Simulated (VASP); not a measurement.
BaMo2, 3 atoms in the cell. The structure is cubic, space group F-43m (No. 216). The conventional cell has a = 6.587 Å, b = 6.587 Å, c = 6.587 Å, α = 90.00°, β = 90.00°, γ = 90.00°. Ba (site symmetry -43m) has 10 Mo at 2.85 to 3.29 Å within 3.8 Å. Within 3.8 Å of Mo (site symmetry -43m) lie 4 Ba at 2.85 Å and 4 Mo at 2.85 Å. Within 3.8 Å of Mo (site symmetry -43m) lie 4 Mo at 2.85 Å and 6 Ba at 3.29 Å. 

| Item | Value |
| --- | --- |
| Program | VASP 6.6.1 |
| Task | single point |
| Functional | PBE |
| Potentials or basis | VASP PAW PBE potentials, release 64 (Ba_sv, Mo_sv) |
| Cutoff | 520 eV |
| k mesh | 12 × 12 × 12 |
| Occupations | gaussian, width 0.1 eV |
| Spin | no spin polarisation |
| Dipole correction | no |
| Further INCAR settings | ALGO = Normal; EDIFF = 1e-07; NBANDS = 26 |

Potentials or basis: VASP PAW PBE potentials, release 64 (Ba_sv, Mo_sv).

Run with:

```sh
$ cat potpaw_PBE.64/Ba_sv/POTCAR potpaw_PBE.64/Mo_sv/POTCAR > POTCAR
$ mpirun -np 1 vasp_std > vasp.out
```

Hardware: 1 thread of Intel(R) Xeon(R) Platinum 8488C (Sapphire Rapids), on a shared host.

Task: Estimate the wall time of this run.

Result: Wall time 93 s on 1 thread of Intel(R) Xeon(R) Platinum 8488C (Sapphire Rapids), on a shared host, peak memory 0.28 GiB. Counts: scf iterations 15, k points 72.
